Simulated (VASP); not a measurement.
# CdBi3O (Pm-3m) in VASP: notebook, part 2 of 2

VASP 6.6.1.

### 4 Single point, PBE

This run uses another cell than the first one, of 25.34 Å³/atom.

Contents of INCAR:

```
ALGO = Normal ; EDIFF = 1E-6
ENCUT = 600 ; GGA = PE
GGA_COMPAT = F ; ISIF = 2
ISMEAR = 0 ; LASPH = T
LCHARG = F ; LREAL = F
LWAVE = F ; NBANDS = 40
NELM = 120 ; PREC = Accurate
SIGMA = 0.1
```

Contents of KPOINTS:

```
k-points
0
Gamma
  8 8 8
```

Contents of POSCAR:

```
CdBi3O
1.0
    5.0223299617      0.0000000000      0.0000000000
    0.0000000000      5.0223299617      0.0000000000
    0.0000000000      0.0000000000      5.0223299617
Cd Bi O
1 3 1
Direct
    0.0000000000      0.0000000000      0.0000000000
    0.0000000000      0.5000000000      0.5000000000
    0.5000000000      0.0000000000      0.5000000000
    0.5000000000      0.5000000000      0.0000000000
    0.5000000000      0.5000000000      0.5000000000
```

Potentials or basis: VASP PAW PBE potentials, release 64 (Cd, Bi_d, O).

On the command line:

```bash
$ cat potpaw_PBE.64/Cd/POTCAR potpaw_PBE.64/Bi_d/POTCAR potpaw_PBE.64/O/POTCAR > POTCAR
$ mpirun -np 1 vasp_std > vasp.out
```

OUTCAR:

```text
EDIFF = 1E-6
   ENCUT = 600
   GGA = PE
   ISIF = 2
   ISMEAR = 0
   LASPH = T
   LREAL = F
   NELM = 120
   PREC = Accurate

 ion  position               nearest neighbor table
   1  0.000  0.000  0.000-   2 3.55   3 3.55   4 3.55   2 3.55   3 3.55   2 3.55   4 3.55   2 3.55
                             3 3.55   4 3.55   3 3.55   4 3.55
   2  0.000  0.500  0.500-   5 2.51   5 2.51   4 3.55   1 3.55   1 3.55   4 3.55   1 3.55   3 3.55
                             1 3.55   3 3.55   4 3.55   3 3.55   4 3.55   3 3.55
   3  0.500  0.000  0.500-   5 2.51   5 2.51   4 3.55   1 3.55   1 3.55   4 3.55   2 3.55   4 3.55
                             2 3.55   4 3.55   1 3.55   2 3.55   1 3.55   2 3.55
   4  0.500  0.500  0.000-   5 2.51   5 2.51   3 3.55   1 3.55   2 3.55   3 3.55   2 3.55   1 3.55
                             3 3.55   3 3.55   1 3.55   2 3.55   2 3.55   1 3.55
   5  0.500  0.500  0.500-   2 2.51   3 2.51   4 2.51   4 2.51   3 2.51   2 2.51

  LATTYP: Found a simple cubic cell.
 ALAT       =     5.0223299617

  Lattice vectors:

 A1 = (   5.0223299617,   0.0000000000,   0.0000000000)
 A2 = (   0.0000000000,   5.0223299617,   0.0000000000)
 A3 = (   0.0000000000,   0.0000000000,   5.0223299617)

Analysis of symmetry for initial positions (statically):
=====================================================================
 Subroutine PRICEL returns:
 Original cell was already a primitive cell.

 Routine SETGRP: Setting up the symmetry group for a
 simple cubic supercell.

 Subroutine GETGRP returns: Found 48 space group operations
 (whereof 48 operations were pure point group operations)
 out of a pool of 48 trial point group operations.

The static configuration has the point symmetry O_h .

Analysis of symmetry for dynamics (positions and initial velocities):
=====================================================================
 Subroutine PRICEL returns:
 Original cell was already a primitive cell.

 Routine SETGRP: Setting up the symmetry group for a
 simple cubic supercell.

[... 131 lines left out ...]
  volume/ion in A,a.u.               =      25.34       170.98
  Fermi-wavevector in a.u.,A,eV,Ry     =   1.297029  2.451030 22.888875  1.682285
  Thomas-Fermi vector in A             =   2.428448
   LORBIT       =      0    0 simple, 1 ext, 2 COOP (PROOUT), +10 PAW based schemes
   GGA     = PE    functional components
   LHFCALC =     F    Hartree Fock is set to
   AEXX    =    0.0000 exact exchange contribution
   IVDW    =     0    specifies the selected vdW correction
   LEPSILON=     F    determine dielectric tensor
   LRPA    =     F    only Hartree local field effects (RPA)
 non-spin polarized calculation
 Gauss-broadening in eV      SIGMA  =   0.10
  energy-cutoff  :      600.00
  volume of cell :      126.68
 maximum number of plane-waves:      4260
   NGX = 21   NGY = 21   NGZ = 21

 number of electron      63.0000035 magnetization

 Free energy of the ion-electron system (eV)
  ---------------------------------------------------
  ext. energy  EPLUGINS =         0.00000000
  ---------------------------------------------------
  free energy    TOTEN  =       -17.60190102 eV

  energy without entropy =      -17.58271963  energy(sigma->0) =      -17.59231032

 E-fermi :   6.4844     XC(G=0): -10.3140

 val. band max:        6.4821606723   @ k =   0.2500   0.1250   0.0000
 cond. band min:       6.4926858452   @ k =   0.3750   0.2500   0.2500
 fundamental gap:      0.0105251728
 Fermi energy:         6.4844471586

 k-point     1 :       0.0000    0.0000    0.0000
  band No.  band energies     occupation
      1     -16.9849      2.00000
      2     -16.7971      2.00000
      3     -16.7971      2.00000
      4     -16.7971      2.00000
      5     -16.6717      2.00000
      6     -16.6717      2.00000
[... 1021 lines left out ...]
     39      12.3083      0.00000
     40      12.5664      0.00000

 [... further k-points ...]

------------------------ aborting loop because EDIFF is reached ----------------------------------------

  FORCE on cell =-STRESS in cart. coord.  units (eV):
  Direction    XX          YY          ZZ          XY          YZ          ZX
  --------------------------------------------------------------------------------------
  -------------------------------------------------------------------------------------
  Total       -0.0008255     -0.0008255     -0.0008255     -0.0000000     -0.0000000      0.0000000
  in kB       -0.0104402     -0.0104402     -0.0104402     -0.0000000     -0.0000000      0.0000000
  external PRESSURE =      -0.0104402 kB  Pullay stress =       0.0000000 kB

 VOLUME and BASIS-vectors are now :
 -----------------------------------------------------------------------------
  energy-cutoff  :      600.00
  volume of cell :      126.68
      direct lattice vectors                 reciprocal lattice vectors
     5.022329962  0.000000000  0.000000000     0.199110773  0.000000000  0.000000000
     0.000000000  5.022329962  0.000000000     0.000000000  0.199110773  0.000000000
     0.000000000  0.000000000  5.022329962     0.000000000  0.000000000  0.199110773

 POSITION                                       TOTAL-FORCE (eV/Angst)
 -----------------------------------------------------------------------------------
      0.00000      0.00000      0.00000         0.000000      0.000000      0.000000
      0.00000      2.51116      2.51116         0.000000      0.000000      0.000000
      2.51116      0.00000      2.51116         0.000000      0.000000      0.000000
      2.51116      2.51116      0.00000         0.000000      0.000000      0.000000
      2.51116      2.51116      2.51116         0.000000      0.000000      0.000000
 -----------------------------------------------------------------------------------
    total drift:                               -0.000000     -0.000000     -0.000000

  FREE ENERGIE OF THE ION-ELECTRON SYSTEM (eV)
  ---------------------------------------------------
  free  energy   TOTEN  =       -17.6019010168 eV

  energy  without entropy=      -17.5827196323  energy(sigma->0) =      -17.59231032
```

stdout:

```text
POSCAR found type information on POSCAR CdBiO
 POSCAR found :  3 types and       5 ions
 scaLAPACK will be used
 LDA part: xc-table for (Slater+PW92), standard interpolation
 POSCAR, INCAR and KPOINTS ok, starting setup
 FFT: planning ... GRIDC
 FFT: planning ... GRID_SOFT
 FFT: planning ... GRID
 WAVECAR not read
 entering main loop
```

Wall time 4.7 min (1 thread of Intel Xeon 8259CL, shared host); peak memory 0.37 GiB.

Results:

```
Free energy            : -17.6019 eV
Pressure               : 0.0 GPa
Band gap on the k mesh : zero (an odd number of electrons rules out a gap without spin polarisation)
```

Caveat: spin-orbit coupling is left out, which moves the levels of the heavy elements; an odd number of electrons without spin polarisation forces a metal; a magnetic or distorted state may lie lower.

### 5 The runs side by side

| cell | k mesh | gap on the mesh (eV) | pressure (GPa) |
| --- | --- | --- | --- |
| a = 5.010 Å, 5 atoms | 4 × 4 × 4 | none | -0.1 |
| a = 5.310 Å, 5 atoms | 4 × 4 × 4 | none | -7.1 |
| a = 5.022 Å, 5 atoms | 8 × 8 × 8 | none | 0.0 |

Alike in all rows: task single point; level PBE; potentials or basis VASP PAW PBE potentials, release 64 (Cd, Bi_d, O); no spin polarisation; cutoff (eV) 600; smearing gaussian 0.1 eV.

Caveats: spin-orbit coupling is left out, which moves the levels of the heavy elements; an odd number of electrons without spin polarisation forces a metal; a magnetic or distorted state may lie lower; the cell stands under tension (at least some runs).

Absolute energies hang on the potentials; compare differences alone.
